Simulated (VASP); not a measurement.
A run of VASP 6.6.1 is set up as follows.

The input INCAR:

```
SYSTEM = ReSb
PREC     = Accurate       ! precision mode
ENCUT    = 520            ! plane-wave cutoff, eV
EDIFF    = 1E-6           ! SCF threshold, eV
ISMEAR   = -1             ! smearing method
SIGMA    = 0.08           ! smearing width, eV
LREAL    = .FALSE.        ! projectors in reciprocal space
LASPH    = .TRUE.         ! aspherical terms in the spheres
NELM     = 60             ! most SCF steps
ALGO     = Normal         ! electronic algorithm
ISIF     = 2              ! what is computed and relaxed
LWAVE    = .FALSE.        ! write WAVECAR
LCHARG   = .TRUE.         ! write CHGCAR
LELF     = .TRUE.         ! ELF
LVHAR    = .TRUE.       
NBANDS   = 13             ! bands
```

The input KPOINTS:

```
regular mesh
0
G
  12 12 12
  0 0 0
```

The input POSCAR:

```
ReSb
1.0
    0.0000000000      2.3614573844      2.3614573844
    2.3614573844      0.0000000000      2.3614573844
    2.3614573844      2.3614573844      0.0000000000
Re Sb
1 1
Direct
    0.0000000000      0.0000000000      0.0000000000
    0.5000000000      0.5000000000      0.5000000000
```

Potentials or basis: VASP PAW LDA potentials, release 64 (Re, Sb).

The run is started by

```bash
$ cat potpaw_LDA.64/Re/POTCAR potpaw_LDA.64/Sb/POTCAR > POTCAR
$ mpirun -np 1 vasp_std > vasp.out
```

(1) Estimate the band gap on the k mesh.

(2) What does it give for the pressure?

Results:

(1) zero (bands 6 and 7 overlap by 0.27 eV).

(2) 158.1 GPa.

Caveat: the cell stands under pressure; spin-orbit coupling is left out, which moves the levels of the heavy elements.
